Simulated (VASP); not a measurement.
# Ge (Cmmm) in VASP: notebook, part 2 of 2

VASP 6.6.1.

### 3 Single point, PBE+D3(BJ)

INCAR

```
SYSTEM = Ge
  PREC = Accurate
  ENCUT = 520
  EDIFF = 1E-6
  ISMEAR = 0
  SIGMA = 0.1
  LREAL = .False.
  LASPH = .True.
  NELM = 60
  ALGO = Normal
  ISIF = 2
  LWAVE = .False.
  LCHARG = .False.
  GGA = PE
  IVDW = 12
  NBANDS = 21
```

KPOINTS

```
Automatic mesh
0
Gamma
  16 16 10
  0 0 0
```

POSCAR

```
Ge
1.0
    1.4493113422     -2.4142143482      0.0000000000
    1.4493113422      2.4142143482      0.0000000000
    0.0000000000      0.0000000000      5.3082226130
Ge
2
Direct
    0.5000093749      0.4999906251      0.2500000000
    0.4999906251      0.5000093749      0.7500000000
```

Potentials or basis: VASP PAW PBE potentials, release 64 (Ge_d).

Command:

```
$ cat potpaw_PBE.64/Ge_d/POTCAR > POTCAR
$ mpirun -np 1 vasp_std > vasp.out
```

OUTCAR:

```text
SYSTEM = Ge
   PREC = Accurate
   ENCUT = 520
   EDIFF = 1E-6
   ISMEAR = 0
   LREAL = .False.
   LASPH = .True.
   NELM = 60
   ISIF = 2
   GGA = PE
   IVDW = 12
 IVDW          = 12

 ion  position               nearest neighbor table
   1  0.500  0.500  0.250-   2 2.65   2 2.65
   2  0.500  0.500  0.750-   1 2.65   1 2.65

  LATTYP: Found a base centered orthorhombic cell.
 ALAT       =     2.8986226844
 B/A-ratio  =     1.6657665457
 C/A-ratio  =     1.8312913376

  Lattice vectors:

 A1 = (   1.4493113422,  -2.4142143482,   0.0000000000)
 A2 = (   1.4493113422,   2.4142143482,   0.0000000000)
 A3 = (   0.0000000000,   0.0000000000,   5.3082226130)

Analysis of symmetry for initial positions (statically):
=====================================================================
 Subroutine PRICEL returns:
 Original cell was already a primitive cell.

 Routine SETGRP: Setting up the symmetry group for a
 base centered orthorhombic supercell.

 Subroutine GETGRP returns: Found  8 space group operations
 (whereof  4 operations were pure point group operations)
 out of a pool of  8 trial point group operations.
[... 162 lines left out ...]
  free energy    TOTEN  =        -8.52925023 eV

  energy without entropy =       -8.52563033  energy(sigma->0) =       -8.52744028

 E-fermi :   6.8145     XC(G=0): -11.3114

 val. band max:        6.8007996630   @ k =  -0.1875   0.1250   0.5000
 cond. band min:       6.8246405281   @ k =   0.3750   0.3750   0.3000
 fundamental gap:      0.0238408651
 Fermi energy:         6.8144599797

 k-point     1 :       0.0000    0.0000    0.0000
  band No.  band energies     occupation
      1     -17.9880      2.00000
      2     -17.9045      2.00000
      3     -17.8925      2.00000
      4     -17.8728      2.00000
      5     -17.8624      2.00000
      6     -17.8125      2.00000
[... 565 lines left out ...]
     20      19.8428      0.00000
     21      21.0736      0.00000

 [... further k-points ...]

------------------------ aborting loop because EDIFF is reached ----------------------------------------

 Edisp (eV)   -0.71698

 E8    (eV) :    -0.3181

  FORCE on cell =-STRESS in cart. coord.  units (eV):
  Direction    XX          YY          ZZ          XY          YZ          ZX
  --------------------------------------------------------------------------------------
  -------------------------------------------------------------------------------------
  Total      -0.03191    -0.03171    -0.03755     0.00000     0.00000     0.00000
  in kB      -1.37618    -1.36785    -1.61964     0.00000     0.00000     0.00000
  external pressure =       -1.45 kB  Pullay stress =        0.00 kB

 VOLUME and BASIS-vectors are now :
 -----------------------------------------------------------------------------
  energy-cutoff  :      520.00
  volume of cell :       37.15
      direct lattice vectors                 reciprocal lattice vectors
     1.449311342 -2.414214348  0.000000000     0.344991435 -0.207106714  0.000000000
     1.449311342  2.414214348  0.000000000     0.344991435  0.207106714  0.000000000
     0.000000000  0.000000000  5.308222613     0.000000000  0.000000000  0.188386975

 POSITION                                       TOTAL-FORCE (eV/Angst)
 -----------------------------------------------------------------------------------
      1.44931     -0.00005      1.32706         0.000000      0.000019      0.000000
      1.44931      0.00005      3.98117         0.000000     -0.000019     -0.000000
 -----------------------------------------------------------------------------------
    total drift:                                0.000000     -0.000000     -0.000000

  FREE ENERGIE OF THE ION-ELECTRON SYSTEM (eV)
  ---------------------------------------------------
  free  energy   TOTEN  =        -9.2462285071 eV

  energy  without entropy=       -9.2426086094  energy(sigma->0) =       -9.24441856
```

OSZICAR:

```text
N       E                     dE             d eps       ncg     rms          rms(c)
DAV:   1     0.176855924703E+03    0.17686E+03   -0.14255E+04 21243   0.382E+03
DAV:   2     0.152424194970E+02   -0.16161E+03   -0.15634E+03 18501   0.591E+02
DAV:   3    -0.789258575281E+01   -0.23135E+02   -0.22895E+02 20873   0.133E+02
DAV:   4    -0.853874096901E+01   -0.64616E+00   -0.64557E+00 20930   0.257E+01
DAV:   5    -0.854826989482E+01   -0.95289E-02   -0.95286E-02 20842   0.339E+00    0.203E+00
DAV:   6    -0.853474612038E+01    0.13524E-01   -0.18300E-02 24953   0.230E+00    0.114E+00
DAV:   7    -0.852936724823E+01    0.53789E-02   -0.13607E-02 24838   0.175E+00    0.107E-01
DAV:   8    -0.852924420486E+01    0.12304E-03   -0.20430E-03 23414   0.794E-01    0.360E-02
DAV:   9    -0.852925067386E+01   -0.64690E-05   -0.61667E-05 23409   0.102E-01    0.949E-03
DAV:  10    -0.852925023031E+01    0.44354E-06   -0.37205E-06 19605   0.264E-02
   1 F= -.92462285E+01 E0= -.92444186E+01  d E =-.361990E-02
```

stdout:

```text
POSCAR found type information on POSCAR Ge
 POSCAR found :  1 types and       2 ions
 scaLAPACK will be used
 LDA part: xc-table for (Slater+PW92), standard interpolation
 POSCAR, INCAR and KPOINTS ok, starting setup
 FFT: planning ... GRIDC
 FFT: planning ... GRID_SOFT
 FFT: planning ... GRID
 WAVECAR not read
 entering main loop
```

Run time: 2.8 min. Hardware: 1 thread of Intel Xeon Platinum 8375C at 2.90GHz (Ice Lake), shared host; peak memory 0.38 GiB.

Results:

```yaml
Free_energy: -9.2462 eV
Pressure: -0.1 GPa
Band_gap_on_the_k_mesh: zero (bands 14 and 15 overlap by 9.15 eV)
Dispersion_energy_per_atom: -0.358 eV
```

Levels at points of the mesh, in eV from the Fermi level:
```csv
k point,band 10,band 11,band 12,band 13,band 14,band 15,band 16,band 17,band 18,band 19
"(0.00, 0.00, 0.00)",-24.54,-13.32,-9.32,-6.04,6.89,8.07,8.71,10.36,11.12,11.76
"(0.50, 0.00, 0.00)",-24.47,-8.37,-5.75,-3.98,-2.52,-2.07,3.32,4.52,7.59,8.50
"(0.50, 0.50, 0.00)",-24.46,-7.89,-5.61,-3.44,-2.40,-1.71,3.50,3.55,6.55,7.54
"(0.00, 0.00, 0.50)",-24.58,-12.05,-12.05,-0.64,-0.64,9.26,9.26,9.90,9.90,14.84
"(0.50, 0.00, 0.50)",-24.56,-7.10,-7.10,-4.55,-4.55,3.69,3.69,5.70,5.70,7.90
"(0.50, 0.50, 0.50)",-24.56,-6.63,-6.63,-4.41,-4.41,4.09,4.09,4.68,4.68,8.10
```

### 4 Single point, PBE+D3(BJ)

This run uses another cell than the first one: it holds 4 atoms, not 2.

INCAR

```
SYSTEM = Ge
PREC = Accurate
ENCUT = 520
EDIFF = 1E-6
ISMEAR = 0
SIGMA = 0.15
LREAL = .False.
LASPH = .True.
NELM = 80
ALGO = Fast
ISIF = 2
LWAVE = .False.
LCHARG = .False.
GGA = PE
IVDW = 12
NBANDS = 36
```

KPOINTS

```
Automatic mesh
0
Gamma
  12 12 12
  0.5 0.5 0.5
```

POSCAR

```
Ge
1.0
   -1.4493113422      2.4142143482      0.0000000000
    4.3479340266      2.4142143482      0.0000000000
   -1.4493113422     -2.4142143482     -5.3082226130
Ge
4
Direct
    0.6249859376      0.1249953125      0.7500000000
    0.1249859376      0.6249953125      0.7500000000
    0.3750140624      0.8750046875      0.2500000000
    0.8750140624      0.3750046875      0.2500000000
```

Command:

```
$ cat potpaw_PBE.64/Ge_d/POTCAR > POTCAR
$ mpirun -np 1 vasp_std > vasp.out
```

Run time: 23 min. Hardware: 1 thread of Oxide Virtual Turin-like, shared host; peak memory 0.85 GiB.

It converged, with:

* Free energy: -18.4945 eV
* Pressure: -0.3 GPa
* Band gap on the k mesh: zero (bands 28 and 29 overlap by 5.72 eV)
* Dispersion energy per atom: -0.358 eV

Stress tensor (GPa, compression positive):
```
-0.49  0.01  0.00
 0.01  0.69  0.00
 0.00  0.00 -1.02
```

Levels at points of the mesh, in eV from the Fermi level:
```tsv
k point	band 25	band 26	band 27	band 28	band 29	band 30	band 31	band 32
(0.04, 0.04, 0.04)	-5.73	-4.76	-4.00	2.40	4.64	5.18	5.61	6.26
```

### 5 The runs side by side

```tsv
cell	k mesh	smearing	gap on the mesh (eV)	pressure (GPa)
a = 2.816, b = 2.816, c = 5.308 Å, angles 90.0, 90.0, 118.0°, 2 atoms, atomic positions A	14 × 14 × 6	gaussian 0.15 eV	none	-0.1
a = 2.816, b = 2.816, c = 5.308 Å, angles 90.0, 90.0, 118.0°, 2 atoms, atomic positions A	16 × 16 × 10	gaussian 0.1 eV	none	-0.1
a = 2.816, b = 4.973, c = 6.009 Å, angles 113.9, 102.7, 91.9°, 4 atoms, atomic positions B	12 × 12 × 12, shifted	gaussian 0.15 eV	none	-0.3
```

Alike in all rows: task single point; level PBE+D3(BJ); potentials or basis VASP PAW PBE potentials, release 64 (Ge_d); no spin polarisation; cutoff (eV) 520.

Total energies depend on the potentials used, so only differences within one code and one set of settings carry meaning.
